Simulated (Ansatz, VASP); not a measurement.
# Ge: VASP beside Ansatz

File INCAR:

```
SYSTEM = Ge
PREC = Accurate
ENCUT = 520
EDIFF = 1E-6
ISMEAR = 0
SIGMA = 0.1
LREAL = .FALSE.
LASPH = .TRUE.
NELM = 60
ALGO = Normal
ISIF = 2
LWAVE = .FALSE.
LCHARG = .FALSE.
LDIPOL = .TRUE.
IDIPOL = 3
DIPOL = 0.5 0.5 0.500
GGA = CA
NBANDS = 21
```

KPOINTS

```
regular mesh
0
G
  12 12 1
  0 0 0
```

Contents of POSCAR:

```
Ge
1.0
    3.8950000000      0.0000000000      0.0000000000
   -1.9475000000      3.3731689477      0.0000000000
    0.0000000000      0.0000000000     28.0000000000
Ge
2
Direct
    0.3333333333      0.6666666667      0.5153035714
    0.6666666667      0.3333333333      0.4846964286
```

Input for Ansatz:

```yaml
crystal:
  lattice:
    - [3.895, 0.0, 0.0]
    - [-1.9475, 3.3731689477, 0.0]
    - [0.0, 0.0, 28.0]
  atoms:
    - { symbol: Ge, position: [0.3333333333, 0.6666666667, 0.5153035714] }
    - { symbol: Ge, position: [0.6666666667, 0.3333333333, 0.4846964286] }
  periodic: [true, true, false]
basis:
  ecutwfc: 420
kpoints:
  mp_grid: { grid: [12, 12, 1] }
hamiltonian:
  xc: lda
  pseudopotentials: { kind: paw, azcp: { folder: soft_1 } }
scf:
  occupations: { method: gaussian, width: 0.1 }
output:
  forces: true
  stress: true
  eigenvalues: true
```

Alike in both runs: task single point; functional LDA; k mesh 12 × 12 × 1; occupations gaussian, width 0.1 eV; no spin polarisation.

|  | VASP | Ansatz |
| --- | --- | --- |
| version | VASP 6.6.1 | Ansatz 0.2.0 |
| potentials or method | VASP PAW LDA potentials, release 64 (Ge_d), cutoff 520 eV | scalar-relativistic, plane waves, PAW |
| valence electrons in the cell | 28 | 28 |

|  | VASP | Ansatz | Ansatz less VASP |
| --- | --- | --- | --- |
| gap on the k mesh at the Fermi level (eV) | none | none | - |
| rms of the force components (eV/Å) | 0.466 | 0.476 | +0.0102 |

Ansatz warns that its potentials were made for another functional, while VASP's fit it. LDA's correlation is that of Perdew and Zunger in VASP and of Perdew and Wang (1992) in Ansatz. Atom by atom the forces differ by 0.010 eV/Å (rms over components). A gap of «none» marks a metal or a gap that the smearing closes.
